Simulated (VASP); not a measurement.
A run of VASP 6.6.1 is set up as follows.

The input INCAR:

```
ALGO     = Normal         # electronic algorithm
EDIFF    = 1E-6           # SCF threshold, eV
ENCUT    = 520            # plane-wave cutoff, eV
ISIF     = 2              # what is computed and relaxed
ISMEAR   = 0              # smearing method
LASPH    = T              # aspherical terms in the spheres
LCHARG   = T              # write CHGCAR
LELF     = T              # ELF
LREAL    = F              # projectors in reciprocal space
LVHAR    = T            
LWAVE    = F              # write WAVECAR
NBANDS   = 18             # bands
NELM     = 60             # most SCF steps
PREC     = Accurate       # precision mode
SIGMA    = 0.05           # smearing width, eV
```

The input KPOINTS:

```
k-points
0
Gamma
  9 9 6
```

Contents of POSCAR:

```
LiF
1.0
    3.0990536174      0.0000000000      0.0000000000
   -1.5495268087      2.6838591603      0.0000000000
    0.0000000000      0.0000000000      4.8813193528
Li F
2 2
Direct
    0.3333333333      0.6666666667      0.3839784076
    0.6666666667      0.3333333333      0.8839784076
    0.3333333333      0.6666666667      0.9910195924
    0.6666666667      0.3333333333      0.4910195924
```

Potentials or basis: VASP PAW LDA potentials, release 64 (Li_sv, F).

Command:

```sh
$ cat potpaw_LDA.64/Li_sv/POTCAR potpaw_LDA.64/F/POTCAR > POTCAR
$ mpirun -np 1 vasp_std > vasp.out
```

Problem. Predict the band gap on the k mesh.

Solution. 7.35 eV, direct.

Problem. Estimate the largest force.

Solution. 0.085 eV/Å.

Forces in eV/Å, atoms in the order of the input:
```
Li   0.000  0.000 -0.085
Li   0.000  0.000 -0.085
F    0.000  0.000  0.085
F    0.000  0.000  0.085
```

 A k mesh can miss the band edges.
